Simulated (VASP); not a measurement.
Set up this calculation in VASP 6.6.1, as the native input.

```yaml
Task: relaxation of the atoms
Functional: PBEsol
Potentials_or_basis: VASP PAW PBE potentials, release 64 (Cu, I)
Cutoff: 520 eV
k_mesh: 6 × 6 × 4
Occupations: gaussian, width 0.01 eV
Spin: no spin polarisation
Dipole_correction: no
Further_INCAR_settings: ALGO = Normal; EDIFF = 1e-07; IBRION = 2; EDIFFG = -0.002; NSW = 50
```

The structure of CuI lies in POSCAR:

```
CuI
1.0
    3.9855995437      0.0000000000      0.0000000000
    0.0000000000      3.9855995437      0.0000000000
    0.0000000000      0.0000000000      6.4412702791
Cu I
2 2
Direct
    0.0000000000      0.0000000000      0.0000000000
    0.5000000000      0.5000000000      0.0000000000
    0.0000000000      0.5000000000      0.2614620756
    0.5000000000      0.0000000000      0.7385379244
```

These files were run (other wordings do the same):

INCAR

```
PREC = Accurate
ENCUT = 520
EDIFF = 1E-7
ISMEAR = 0
SIGMA = 0.01
LREAL = False
LASPH = True
NELM = 120
ALGO = Normal
ISIF = 2
LWAVE = False
LCHARG = False
GGA = PS
IBRION = 2
NSW = 50
EDIFFG = -0.002
GGA_COMPAT = False
NELMIN = 4
```

KPOINTS

```
regular mesh
0
Gamma
  6 6 4
```

Potentials or basis: VASP PAW PBE potentials, release 64 (Cu, I).

Command:

```console
$ cat potpaw_PBE.64/Cu/POTCAR potpaw_PBE.64/I/POTCAR > POTCAR
$ mpirun -np 1 vasp_std > vasp.out
```

It gave:

* Energy gained by relaxing: 0.8 meV/atom
* Ionic steps: 4
* Pressure after relaxing: 0.3 GPa
* Band gap on the k mesh: 1.52 eV

Caveat: the PAW data sets were made with another functional, which shifts forces and pressure a little; spin-orbit coupling is left out, which moves the levels of the heavy elements; this functional lacks dispersion, which binds the layers, so the pressure and a relaxed spacing across them are unreliable.

Wall time 94 s on 1 thread of Intel(R) Xeon(R) 6975P-C (Granite Rapids), with other jobs on the host, peak memory 0.23 GiB.
